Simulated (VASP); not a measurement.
Wanted: the native input for a VASP 6.6.1 run.

```
Task                    : single point
Functional              : PBE
Potentials or basis     : VASP PAW PBE potentials, release 64 (Bi_d, Te)
Cutoff                  : 520 eV
k mesh                  : 8 × 8 × 8
Occupations             : gaussian, width 0.05 eV
Spin                    : no spin polarisation
Dipole correction       : no
k mesh for the DOS      : 12 × 12 × 12
Occupations for the DOS : tetrahedron
Further INCAR settings  : ALGO = Normal; EDIFF = 1e-06; NBANDS = 32
```

The system is Bi2Te3.

```
CELL_PARAMETERS angstrom
2.22481 1.28449 10.64947
-2.22481 1.28449 10.64947
0.00000 -2.56899 10.64947
ATOMIC_POSITIONS crystal
Bi 0.39761 0.39761 0.39761
Bi 0.60239 0.60239 0.60239
Te 0.00000 0.00000 0.00000
Te 0.21523 0.21523 0.21523
Te 0.78477 0.78477 0.78477
```

One way to write it, as run:

POSCAR

```
Bi2Te3
1.0
    2.2248063976      1.2844925725     10.6494745158
   -2.2248063976      1.2844925725     10.6494745158
    0.0000000000     -2.5689851451     10.6494745158
Bi Te
2 3
Direct
    0.3976135335      0.3976135335      0.3976135335
    0.6023864665      0.6023864665      0.6023864665
    0.0000000000      0.0000000000      0.0000000000
    0.2152308500      0.2152308500      0.2152308500
    0.7847691500      0.7847691500      0.7847691500
```

INCAR.step1

```
PREC = Accurate
ENCUT = 520
EDIFF = 1E-6
ISMEAR = 0
SIGMA = 0.05
LREAL = F
LASPH = T
NELM = 80
ALGO = Normal
ISIF = 2
LWAVE = F
LCHARG = T
GGA = PE
NBANDS = 32
```

KPOINTS.step1

```
regular mesh
0
Gamma
  8 8 8
```

INCAR.step2

```
PREC = Accurate
ENCUT = 520
EDIFF = 1E-6
ISMEAR = -5
SIGMA = 0.05
LREAL = F
LASPH = T
NELM = 80
ALGO = Normal
ISIF = 2
LWAVE = F
LCHARG = F
GGA = PE
LORBIT = 11
NBANDS = 32
NEDOS = 2001
ICHARG = 11
```

KPOINTS.step2

```
regular mesh
0
Gamma
  12 12 12
```

Potentials or basis: VASP PAW PBE potentials, release 64 (Bi_d, Te).

The run is started by

```console
$ cat potpaw_PBE.64/Bi_d/POTCAR potpaw_PBE.64/Te/POTCAR > POTCAR
$ cp INCAR.step1 INCAR
$ cp KPOINTS.step1 KPOINTS
$ mpirun -np 1 vasp_std > vasp.out
$ cp INCAR.step2 INCAR
$ cp KPOINTS.step2 KPOINTS
$ mpirun -np 1 vasp_std > vasp.out
```

Results of the run:

The valence electrons inside the program's atomic spheres are Bi 12.65; Te 3.37, 3.33 (each value once).

Run time: 78 min on 1 thread of Intel(R) Xeon(R) 6975P-C (Granite Rapids), with other jobs on the host, peak memory 1.7 GiB.
